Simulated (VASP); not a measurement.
## AlN: single point with PBE

The system is AlN.

```
Al N
1.0
     3.26655    0.00000    0.00000
    -1.63328    2.82892    0.00000
     0.00000    0.00000    5.10245
Al N
2 2
Direct
  0.33333 0.66667 0.00000
  0.66667 0.33333 0.50000
  0.33333 0.66667 0.38500
  0.66667 0.33333 0.88500
```

This cell differs from its parent crystal: strain +0.050 along x and y, +0.025 along z.

```
Program             : VASP 6.6.1
Task                : single point
Functional          : PBE
Potentials or basis : VASP PAW PBE potentials, release 64 (Al, N)
Cutoff              : 520 eV
k mesh              : 9 × 9 × 6
Occupations         : gaussian, width 0.05 eV
Spin                : no spin polarisation
```

| Quantity | Value |
| --- | --- |
| Pressure | -16.5 GPa |
| Largest force | 0.037 eV/Å |
| Band gap on the k mesh | 3.08 eV, direct |

Forces on the atoms (eV/Å):
```
Al   0.000  0.000  0.037
Al   0.000  0.000  0.037
N    0.000  0.000 -0.037
N    0.000  0.000 -0.037
```

Stress tensor (GPa, compression positive):
```
-18.96   0.00   0.00
  0.00 -18.96   0.00
  0.00   0.00 -11.72
```

Levels at points of the mesh, in eV from the valence-band top:
```tsv
k point	band 6	band 7	band 8	band 9	band 10	band 11
(0.00, 0.00, 0.00)	-0.34	-0.34	0.00	3.08	5.31	9.71
(0.00, 0.00, 0.50)	-0.69	-0.69	-0.69	5.27	5.27	9.35
```

Wall time 65 s on 1 thread of AMD EPYC 7R13 Processor (Zen 3) (shared host), peak memory 0.14 GiB.

Caveat: the cell differs from its parent crystal (strain +0.050 along x and y, +0.025 along z).
